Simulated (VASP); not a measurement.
# C (Fd-3m) in VASP: further runs, part 2 of 2

VASP 6.6.1. The steps go on from the part before.

## 3. Relaxation of cell and atoms, revPBE

This run uses another cell than the first one, of 5.67 Å³/atom, 0.974 times its volume.

Contents of INCAR:

```
ALGO = Normal
EDIFF = 1E-7
EDIFFG = -0.005
ENCUT = 600
GGA = RE
IBRION = 2
ISIF = 3
ISMEAR = -1
LASPH = True
LCHARG = False
LREAL = False
LWAVE = False
NELM = 100
NSW = 80
PREC = Accurate
SIGMA = 0.05
```

Contents of KPOINTS:

```
k-points
0
Gamma
  13 13 13
```

Contents of POSCAR:

```
C
1.0
    0.0000000000      1.7833700000      1.7833700000
    1.7833700000      0.0000000000      1.7833700000
    1.7833700000      1.7833700000      0.0000000000
C
2
Direct
    0.7500000000      0.7500000000      0.7500000000
    0.5000000000      0.5000000000      0.5000000000
```

Potentials or basis: VASP PAW PBE potentials, release 64 (C).

Command:

```console
$ cat potpaw_PBE.64/C/POTCAR > POTCAR
$ mpirun -np 1 vasp_std > vasp.out
```

OUTCAR:

```text
EDIFF = 1E-7
   EDIFFG = -0.005
   ENCUT = 600
   GGA = RE
   IBRION = 2
   ISIF = 3
   ISMEAR = -1
   LASPH = True
   LREAL = False
   NELM = 100
   NSW = 80
   PREC = Accurate

 ion  position               nearest neighbor table
   1  0.750  0.750  0.750-   2 1.54   2 1.54   2 1.54   2 1.54
   2  0.500  0.500  0.500-   1 1.54   1 1.54   1 1.54   1 1.54

  LATTYP: Found a face centered cubic cell.
 ALAT       =     3.5667400000

  Lattice vectors:

 A1 = (   0.0000000000,   1.7833700000,   1.7833700000)
 A2 = (   1.7833700000,   0.0000000000,   1.7833700000)
 A3 = (   1.7833700000,   1.7833700000,   0.0000000000)

Analysis of symmetry for initial positions (statically):
=====================================================================
 Subroutine PRICEL returns:
 Original cell was already a primitive cell.

 Routine SETGRP: Setting up the symmetry group for a
 face centered cubic supercell.

 Subroutine GETGRP returns: Found 48 space group operations
 (whereof 24 operations were pure point group operations)
 out of a pool of 48 trial point group operations.

The static configuration has the point symmetry T_d .
 The point group associated with its full space group is O_h .

Analysis of symmetry for dynamics (positions and initial velocities):
=====================================================================
 Subroutine PRICEL returns:
 Original cell was already a primitive cell.

 Routine SETGRP: Setting up the symmetry group for a
 face centered cubic supercell.

 Subroutine GETGRP returns: Found 48 space group operations
 (whereof 24 operations were pure point group operations)
 out of a pool of 48 trial point group operations.

The dynamic configuration has the point symmetry T_d .
 The point group associated with its full space group is O_h .

 Subroutine INISYM returns: Found 48 space group operations
 (whereof 24 operations are pure point group operations),
 and found     1 'primitive' translations

----------------------------------------------------------------------------------------

                                     Primitive cell

  volume of cell :      11.3437

  direct lattice vectors                    reciprocal lattice vectors
     0.000000000  1.783370000  1.783370000    -0.280368067  0.280368067  0.280368067
     1.783370000  0.000000000  1.783370000     0.280368067 -0.280368067  0.280368067
     1.783370000  1.783370000  0.000000000     0.280368067  0.280368067 -0.280368067

  length of vectors
     2.522066041  2.522066041  2.522066041     0.485611737  0.485611737  0.485611737

  position of ions in fractional coordinates (direct lattice)
     0.750000000  0.750000000  0.750000000
     0.500000000  0.500000000  0.500000000

  ion indices of the primitive-cell ions
   primitive index   ion index
                 1           1
                 2           2

----------------------------------------------------------------------------------------

 KPOINTS: k-points

Automatic generation of k-mesh.
 Grid dimensions read from file:
[... 27 lines left out ...]
  0.384615  0.000000  0.000000      8.000000
[... 16 lines left out ...]
  0.384615  0.153846  0.000000     24.000000
  0.461538  0.153846  0.000000     24.000000
 [... further k-points ...]
   k-points           NKPTS =     84   k-points in BZ     NKDIM =     84   number of bands    NBANDS=      8
   number of dos      NEDOS =    301   number of ions     NIONS =      2
   total plane-waves  NPLWV =   8000
   dimension x,y,z NGX =    20 NGY =   20 NGZ =   20
   dimension x,y,z NGXF=    40 NGYF=   40 NGZF=   40
   ions per type =               2
   NGX,Y,Z   is equivalent  to a cutoff of  13.18, 13.18, 13.18 a.u.
   NGXF,Y,Z  is equivalent  to a cutoff of  26.37, 26.37, 26.37 a.u.
 SYSTEM =  unknown system
   PREC   = accura    normal or accurate (medium, high low for compatibility)
   ISTART =      0    job   : 0-new  1-cont  2-samecut
   ICHARG =      2    charge: 1-file 2-atom 10-const
   ISPIN  =      1    spin polarized calculation?
   LNONCOLLINEAR =      F non collinear calculations
   LSORBIT =      F    spin-orbit coupling
   LASPH  =      T    aspherical Exc in radial PAW
   ENCUT  =  600.0 eV  44.10 Ry    6.64 a.u.   5.04  5.04  5.04*2*pi/ulx,y,z
   NELM   =    100;   NELMIN=  2; NELMDL= -5     # of ELM steps
   EDIFF  = 0.1E-06   stopping-criterion for ELM
   LREAL  =      F    real-space projection
   EDIFFG = -.5E-02   stopping-criterion for IOM
   NSW    =     80    number of steps for IOM
   IBRION =      2    ionic relax: 0-MD 1-quasi-New 2-CG
   NFREE  =      1    steps in history (QN), initial steepest desc. (CG)
   ISIF   =      3    stress and relaxation
   ISYM   =      2    0-nonsym 1-usesym 2-fastsym
   POTIM  = 0.5000    time-step for ionic-motion
   TEBEG  =    0.0;   TEEND  =   0.0 temperature during run
   PSTRESS=    0.0 pullay stress
   NELECT =       8.0000    total number of electrons
   NUPDOWN=      -1.0000    fix difference up-down
   EMIN   =  10.00;   EMAX   =-10.00  energy-range for DOS
   EFERMI =   0.00;   METHOD = LEGACY
   ISMEAR =    -1;   SIGMA  =   0.05  broadening in eV -4-tet -1-fermi 0-gaus
   EFERMI_NEDOS =   21; number of points for ismear=-14 and -15
   IALGO  =     38    algorithm
   IMIX   =      4    mixing-type and parameters
     AMIX     =   0.40;   BMIX     =  1.00
     AMIX_MAG =   1.60;   BMIX_MAG =  1.00
  volume/ion in A,a.u.               =       5.67        38.28
  Fermi-wavevector in a.u.,A,eV,Ry     =   1.457203  2.753714 28.891161  2.123440
  Thomas-Fermi vector in A             =   2.574032
   LORBIT       =      0    0 simple, 1 ext, 2 COOP (PROOUT), +10 PAW based schemes
   GGA     = RE    functional components
   LHFCALC =     F    Hartree Fock is set to
   AEXX    =    0.0000 exact exchange contribution
   IVDW    =     0    specifies the selected vdW correction
   LEPSILON=     F    determine dielectric tensor
   LRPA    =     F    only Hartree local field effects (RPA)
 conjugate gradient relaxation of ions
 non-spin polarized calculation
  energy-cutoff  :      600.00
  volume of cell :       11.34
 maximum number of plane-waves:       388
   NGX =  9   NGY =  9   NGZ =  9

--------------------------------------- Ionic step        1  -------------------------------------------

 number of electron       7.9999999 magnetization

 Free energy of the ion-electron system (eV)
  ---------------------------------------------------
  ext. energy  EPLUGINS =         0.00000000
  ---------------------------------------------------
  free energy    TOTEN  =       -17.38169471 eV

  energy without entropy =      -17.38169471  energy(sigma->0) =      -17.38169471

------------------------ aborting loop because EDIFF is reached ----------------------------------------

  FORCE on cell =-STRESS in cart. coord.  units (eV):
  Direction    XX          YY          ZZ          XY          YZ          ZX
  --------------------------------------------------------------------------------------
  -------------------------------------------------------------------------------------
  Total        0.4441166      0.4441166      0.4441166     -0.0000000     -0.0000000      0.0000000
  in kB       62.7268105     62.7268105     62.7268105     -0.0000000     -0.0000000      0.0000000
  external PRESSURE =      62.7268105 kB  Pullay stress =       0.0000000 kB
[... 59 lines left out ...]
--------------------------------------- Ionic step        3  -------------------------------------------

 number of electron       8.0000000 magnetization

 Free energy of the ion-electron system (eV)
  ---------------------------------------------------
  ext. energy  EPLUGINS =         0.00000000
  ---------------------------------------------------
  free energy    TOTEN  =       -17.38488896 eV

  energy without entropy =      -17.38488896  energy(sigma->0) =      -17.38488896

 E-fermi :  10.5271     XC(G=0): -13.1174

 val. band max:        9.6127326260   @ k =   0.0000   0.0000   0.0000
 cond. band min:      13.7167446846   @ k =   0.3846   0.3846   0.0000
 fundamental gap:      4.1040120587
 Fermi energy:        10.5270745049

 k-point     1 :       0.0000    0.0000    0.0000
  band No.  band energies     occupation
      1     -11.7315      2.00000
      2       9.6127      2.00000
      3       9.6127      2.00000
      4       9.6127      2.00000
      5      15.1654      0.00000
      6      15.1654      0.00000
      7      15.1654      0.00000
      8      22.5672      0.00000
[... 243 lines left out ...]
 k-point    24 :       0.4615    0.1538    0.0000
  band No.  band energies     occupation
      1      -6.7773      2.00000
      2      -1.5416      2.00000
      3       5.2088      2.00000
      4       5.7555      2.00000
      5      16.6395      0.00000
      6      20.1161      0.00000
      7      20.3123      0.00000
      8      23.4358      0.00000

 [... further k-points ...]
[... 5 lines left out ...]
  --------------------------------------------------------------------------------------
  -------------------------------------------------------------------------------------
  Total       -0.0009372     -0.0009372     -0.0009372     -0.0000000     -0.0000000      0.0000000
  in kB       -0.1304595     -0.1304595     -0.1304595     -0.0000000     -0.0000000      0.0000000
  external PRESSURE =      -0.1304595 kB  Pullay stress =       0.0000000 kB
[... 17 lines left out ...]
  FREE ENERGIE OF THE ION-ELECTRON SYSTEM (eV)
  ---------------------------------------------------
  free  energy   TOTEN  =       -17.3848889598 eV

  energy  without entropy=      -17.3848889598  energy(sigma->0) =      -17.38488896

 reached required accuracy - stopping structural energy minimisation
```

OSZICAR:

```text
N       E                     dE             d eps       ncg     rms          rms(c)
DAV:   1     0.258821962415E+01    0.25882E+01   -0.55503E+03  1400   0.108E+03
[... 21 lines left out ...]
       N       E                     dE             d eps       ncg     rms          rms(c)
DAV:   1    -0.173862402372E+02   -0.59432E-02   -0.95303E-02  1648   0.321E+00    0.281E-01
DAV:   2    -0.173852762611E+02    0.96398E-03   -0.76456E-04  1488   0.274E-01    0.145E-01
DAV:   3    -0.173848886056E+02    0.38766E-03   -0.79578E-04  1472   0.228E-01    0.252E-02
DAV:   4    -0.173848884295E+02    0.17606E-06   -0.14502E-06  1344   0.172E-02    0.136E-02
DAV:   5    -0.173848889634E+02   -0.53395E-06   -0.20154E-07  1752   0.645E-03    0.684E-04
DAV:   6    -0.173848889598E+02    0.36097E-08   -0.78265E-10   672   0.355E-04
   3 F= -.17384889E+02 E0= -.17384889E+02  d E =-.319425E-02
```

Wall time 14 s (1 thread of Intel Xeon Platinum 8488C (Sapphire Rapids), shared host); peak memory 0.12 GiB.

Results:

```yaml
Free_energy: -17.3849 eV
Relaxed_volume: 5.75 Å³/atom
Relaxed_cell: a = 2.534 Å, b = 2.534 Å, c = 2.534 Å, α = 60.00°, β = 60.00°, γ = 60.00°
Space_group_after_relaxing_to_0.05_Å: Fd-3m (No. 227)
Energy_gained_by_relaxing: 1.6 meV/atom
Ionic_steps: 3
Pressure_after_relaxing: 0.0 GPa
Band_gap_on_the_k_mesh: 4.10 eV, indirect (least direct gap 5.55 eV)
```

Step by step:
| step | energy change (eV) | largest force (eV/Å) | pressure (GPa) | volume (Å³) |
| --- | --- | --- | --- | --- |
| 1 | 0.0000 | 0.0000 | 6.27 | 11.34 |
| 2 | 0.0014 | 0.0000 | -7.13 | 11.71 |
| 3 | -0.0032 | 0.0000 | -0.01 | 11.51 |

Final structure:
```cif
data_structure
_symmetry_space_group_name_H-M 'P 1'
_symmetry_Int_Tables_number 1
_cell_length_a 2.5343
_cell_length_b 2.5343
_cell_length_c 2.5343
_cell_angle_alpha 60.000
_cell_angle_beta 60.000
_cell_angle_gamma 60.000
_cell_volume 11.51
loop_
_atom_site_label
_atom_site_type_symbol
_atom_site_fract_x
_atom_site_fract_y
_atom_site_fract_z
_atom_site_occupancy
C1 C 0.75000 0.75000 0.75000 1
C2 C 0.50000 0.50000 0.50000 1
```

Levels at points of the mesh, in eV from the valence-band top:
```tsv
k point	band 2	band 3	band 4	band 5	band 6	band 7
(0.00, 0.00, 0.00)	0.00	0.00	0.00	5.55	5.55	5.55
```

Caveat: the PAW data sets were made with another functional, which shifts forces and pressure a little.

## 4. Relaxation of cell and atoms, BLYP

This run uses another cell than the first one, of 5.67 Å³/atom, 0.974 times its volume.

Contents of INCAR:

```
SYSTEM = C
PREC = Accurate ; ENCUT = 600
EDIFF = 1E-6 ; ISMEAR = -1
SIGMA = 0.05 ; LREAL = .False.
LASPH = .True. ; NELM = 60
ALGO = Normal ; ISIF = 3
LWAVE = .False. ; LCHARG = .False.
GGA = B5 ; ALDAX = 1.0
AGGAX = 1.0 ; AGGAC = 1.0
ALDAC = 0.0 ; IBRION = 2
NSW = 80 ; EDIFFG = -0.01
```

Contents of KPOINTS:

```
regular mesh
0
Gamma
  13 13 13
  0 0 0
```

POSCAR is that of step 3.

Command:

```console
$ cat potpaw_PBE.64/C/POTCAR > POTCAR
$ mpirun -np 1 vasp_std > vasp.out
```

Wall time 20 s (1 thread of Intel Xeon Platinum 8488C (Sapphire Rapids), shared host); peak memory 0.12 GiB.

It converged, with:

| Property | Result |
| --- | --- |
| Free energy | -16.7323 eV |
| Relaxed volume | 5.82 Å³/atom |
| Relaxed cell | a = 2.544 Å, b = 2.544 Å, c = 2.544 Å, α = 60.00°, β = 60.00°, γ = 60.00° |
| Space group after relaxing (to 0.05 Å) | Fd-3m (No. 227) |
| Energy gained by relaxing | 5.1 meV/atom |
| Ionic steps | 3 |
| Pressure after relaxing | -0.1 GPa |
| Band gap on the k mesh | 4.41 eV, indirect (least direct gap 5.67 eV) |

Step by step:
```tsv
step	energy change (eV)	largest force (eV/Å)	pressure (GPa)	volume (Å³)
1	0.0000	0.0000	11.08	11.34
2	0.0031	0.0000	-11.55	12.00
3	-0.0101	0.0000	-0.06	11.64
```

Final structure:
```
C
1.0
     0.00000    1.79899    1.79899
     1.79899    0.00000    1.79899
     1.79899    1.79899    0.00000
C
2
Direct
  0.75000 0.75000 0.75000
  0.50000 0.50000 0.50000
```

Levels at points of the mesh, in eV from the valence-band top:
| k point | band 1 | band 2 | band 3 | band 4 | band 5 | band 6 | band 7 | band 8 |
| --- | --- | --- | --- | --- | --- | --- | --- | --- |
| (0.00, 0.00, 0.00) | -20.85 | 0.00 | 0.00 | 0.00 | 5.67 | 5.67 | 5.67 | 12.83 |

Caveat: the PAW data sets were made with another functional, which shifts forces and pressure a little.

## 5. Single point, r2SCAN+rVV10 (volume scaled by 1.15)

Contents of POSCAR:

```
C
1.0
    0.0000000000      1.8684181184      1.8684181184
    1.8684181184      0.0000000000      1.8684181184
    1.8684181184      1.8684181184      0.0000000000
C
2
Direct
    0.7500000000      0.7500000000      0.7500000000
    0.5000000000      0.5000000000      0.5000000000
```

Contents of INCAR.step1:

```
SYSTEM = C
ALGO = Normal
EDIFF = 1E-4
ENCUT = 520
GGA = PE
ISMEAR = 0
LASPH = .True.
LCHARG = .False.
LREAL = .False.
LWAVE = .True.
NBANDS = 11
NELM = 80
PREC = Accurate
SIGMA = 0.05
```

Contents of INCAR.step2:

```
SYSTEM = C
ALGO = Normal
BPARAM = 11.95
CPARAM = 0.0093
EDIFF = 1E-6
ENCUT = 520
ISIF = 2
ISMEAR = 0
ISTART = 1
IVDW_NL = 2
LASPH = .True.
LCHARG = .False.
LMIXTAU = .True.
LREAL = .False.
LUSE_VDW = .True.
LWAVE = .False.
METAGGA = R2SCAN
NBANDS = 11
NELM = 80
PREC = Accurate
SIGMA = 0.05
```

Contents of KPOINTS:

```
k-points
0
Gamma
  13 13 13
  0 0 0
```

Command:

```console
$ cat potpaw_PBE.64/C/POTCAR > POTCAR
$ cp INCAR.step1 INCAR
$ mpirun -np 1 vasp_std > vasp.out
$ cp INCAR.step2 INCAR
$ mpirun -np 1 vasp_std > vasp.out
```

Wall time 44 s (1 thread of AMD EPYC 7R13 (Zen 3), shared host); peak memory 0.14 GiB.

Results (log left out):

```yaml
Free_energy: -19.2757 eV
Pressure: -50.1 GPa
Band_gap_on_the_k_mesh: 3.99 eV, indirect (least direct gap 5.44 eV)
```

Levels at points of the mesh, in eV from the valence-band top:
```csv
k point,band 1,band 2,band 3,band 4,band 5,band 6,band 7,band 8
"(0.00, 0.00, 0.00)",-20.87,0.00,0.00,0.00,5.44,5.44,5.44,10.62
```

Caveat: the cell differs from its parent crystal (volume scaled by 1.15); the PAW data sets were made with another functional, which shifts forces and pressure a little.

## 6. The runs side by side

```tsv
task	level	cell	cutoff (eV)	smearing	gap on the mesh (eV)	pressure (GPa)	relaxed volume (Å³/atom)
single point	BLYP	a = 2.544 Å, angles 60.0°, 2 atoms	520	fermi-dirac 0.05 eV	4.41	0.4	-
relaxation of cell and atoms	revPBE	relaxed from a = 2.522 Å, angles 60.0°, 2 atoms	600	fermi-dirac 0.05 eV	4.10	0.0	5.75
relaxation of cell and atoms	BLYP	relaxed from a = 2.522 Å, angles 60.0°, 2 atoms	600	fermi-dirac 0.05 eV	4.41	-0.1	5.82
single point	r2SCAN+rVV10	a = 2.642 Å, angles 60.0°, 2 atoms	520	gaussian 0.05 eV	3.99	-50.1	-
```

Alike in all rows: potentials or basis VASP PAW PBE potentials, release 64 (C); no spin polarisation; k mesh 13 × 13 × 13.

Caveats: the PAW data sets were made with another functional, which shifts forces and pressure a little.

Total energies depend on the potentials used, so only differences within one code and one set of settings carry meaning.

## 7. Comparison with measurements

Step 3. The cell as given is a measured one (5.67 Å³/atom); revPBE puts the equilibrium volume +1.5 % from it, thermal expansion not counted.

Step 4. The cell as given is a measured one (5.67 Å³/atom); BLYP puts the equilibrium volume +2.7 % from it, thermal expansion not counted.
